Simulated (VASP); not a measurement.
# Mg5O: single point with PBE

Mg5O:

```
Mg O
1.0
     5.53531    0.00000    0.00000
    -2.76765    4.79372    0.00000
     0.00000    0.00000    5.31772
Mg O
5 1
Direct
  0.33333 0.66667 0.00000
  0.66667 0.33333 0.00000
  0.50000 0.00000 0.50000
  0.50000 0.50000 0.50000
  0.00000 0.50000 0.50000
  0.00000 0.00000 0.00000
```

```
Program                : VASP 6.6.1
Task                   : single point
Functional             : PBE
Potentials or basis    : VASP PAW PBE potentials, release 64 (Mg, O)
Cutoff                 : 600 eV
k mesh                 : 4 × 4 × 4
Occupations            : gaussian, width 0.2 eV
Spin                   : no spin polarisation
Dipole correction      : no
Further INCAR settings : ALGO = Normal; EDIFF = 1e-06; NBANDS = 17
```

```yaml
Pressure: -0.1 GPa
Band_gap_on_the_k_mesh: zero (band 8 reaches 2.58 eV, above the bottom of band 9 at 1.40 eV)
```

Stress tensor (GPa, compression positive):
```
-0.08  0.00  0.00
 0.00 -0.08  0.00
 0.00  0.00  0.00
```

Levels at points of the mesh, in eV from the Fermi level:
| k point | band 6 | band 7 | band 8 | band 9 | band 10 | band 11 |
| --- | --- | --- | --- | --- | --- | --- |
| (0.00, 0.00, 0.00) | -1.62 | -0.37 | -0.12 | -0.12 | -0.10 | 1.84 |
| (0.50, 0.00, 0.00) | -1.24 | -0.38 | -0.29 | 0.17 | 0.86 | 1.35 |
| (0.00, 0.00, 0.50) | -1.17 | -0.90 | 1.03 | 1.03 | 1.15 | 1.26 |
| (0.50, 0.00, 0.50) | -1.80 | -1.35 | -0.30 | -0.10 | 0.85 | 1.52 |

Wall time 48 s on 1 thread of Intel(R) Xeon(R) Platinum 8259CL CPU @ 2.50GHz (Skylake/Cascade Lake), with other jobs on the host, peak memory 0.3 GiB.
